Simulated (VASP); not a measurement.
## Cd: single point with r2SCAN

The system is Cd.

```xyz
1
Lattice="1.6112 0.9302 2.4243 -1.6112 0.9302 2.4243 0.0000 -1.8605 2.4243" Properties=species:S:1:pos:R:3 pbc="T T T"
Cd    0.0000    0.0000    0.0000
```

* Program: VASP 6.6.1
* Task: single point
* Functional: r2SCAN
* Potentials or basis: VASP PAW PBE potentials, release 64 (Cd)
* Cutoff: 520 eV
* k mesh: 10 × 10 × 10
* Occupations: fermi-dirac, width 0.05 eV
* Spin: no spin polarisation

```yaml
Pressure: 0.3 GPa
Band_gap_on_the_k_mesh: zero (band 6 reaches 4.15 eV, above the bottom of band 7 at 1.14 eV)
```

Stress tensor (GPa, compression positive):
```
0.29 0.00 0.00
0.00 0.29 0.00
0.00 0.00 0.38
```

Levels at points of the mesh, in eV from the Fermi level:
```
           k point  band 2  band 3  band 4  band 5  band 6  band 7  band 8  band 9  band 10  band 11
(0.00, 0.00, 0.00)   -9.77   -9.50   -9.16   -9.16   -9.16   13.92   14.73   14.73    18.19    18.19
(0.50, 0.00, 0.00)   -9.80   -9.47   -8.91   -8.74   -2.59   -1.72   13.15   13.18    14.97    16.84
(0.50, 0.50, 0.00)  -10.22   -8.87   -8.71   -8.65   -0.93    1.55    6.21    8.14    10.58    12.48
(0.50, 0.50, 0.50)   -9.68   -9.68   -8.72   -8.72   -2.02   -0.24   11.90   11.90    12.91    15.98
```

Wall time 39 s on 1 thread of Intel(R) Xeon(R) 6975P-C (Granite Rapids), with other jobs on the host, peak memory 0.16 GiB.

Caveat: the PAW data sets were made with another functional, which shifts forces and pressure a little.
